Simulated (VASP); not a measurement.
Set up this calculation in VASP 6.6.1, as the native input.

```yaml
Task: single point
Functional: PBE
Potentials_or_basis: VASP PAW PBE potentials, release 64 (Mg, Se)
Cutoff: 520 eV
k_mesh: 6 × 6 × 6
Occupations: gaussian, width 0.1 eV
Spin: no spin polarisation
Dipole_correction: no
Further_INCAR_settings: ALGO = Normal; EDIFF = 1e-06; NBANDS = 14
```

The structure of Mg3Se lies in POSCAR:

```
Mg3Se
1.0
   -1.8463365540      5.4617848199      2.5938474910
    1.8463365540     -5.4617848199      2.5938474910
    1.8463365540      5.4617848199     -2.5938474910
Mg Se
3 1
Direct
    0.2337908021      0.5000000000      0.7337908021
    0.7662091979      0.5000000000      0.2662091979
    0.5000000000      0.0000000000      0.5000000000
    0.0000000000      0.5000000000      0.5000000000
```

One way to write it, as run:

INCAR

```
PREC     = Accurate       # precision mode
ENCUT    = 520            # plane-wave cutoff, eV
EDIFF    = 1E-6           # SCF threshold, eV
ISMEAR   = 0              # smearing method
SIGMA    = 0.1            # smearing width, eV
LREAL    = False          # projectors in reciprocal space
LASPH    = True           # aspherical terms in the spheres
NELM     = 80             # most SCF steps
ALGO     = Normal         # electronic algorithm
ISIF     = 2              # what is computed and relaxed
LWAVE    = False          # write WAVECAR
LCHARG   = True           # write CHGCAR
GGA      = PE             # functional
LELF     = True           # ELF
LVHAR    = True         
NBANDS   = 14             # bands
```

KPOINTS

```
regular mesh
0
Gamma
  6 6 6
```

Potentials or basis: VASP PAW PBE potentials, release 64 (Mg, Se).

The run is started by

```console
$ cat potpaw_PBE.64/Mg/POTCAR potpaw_PBE.64/Se/POTCAR > POTCAR
$ mpirun -np 1 vasp_std > vasp.out
```

Results of the run:

* Pressure: 0.0 GPa
* Largest force: 0.007 eV/Å
* Band gap on the k mesh: zero (band 6 reaches 2.45 eV, above the bottom of band 7 at 1.95 eV)

Wall time 54 s on 1 thread of Intel(R) Xeon(R) 6975P-C (Granite Rapids), with other jobs on the host, peak memory 0.34 GiB.
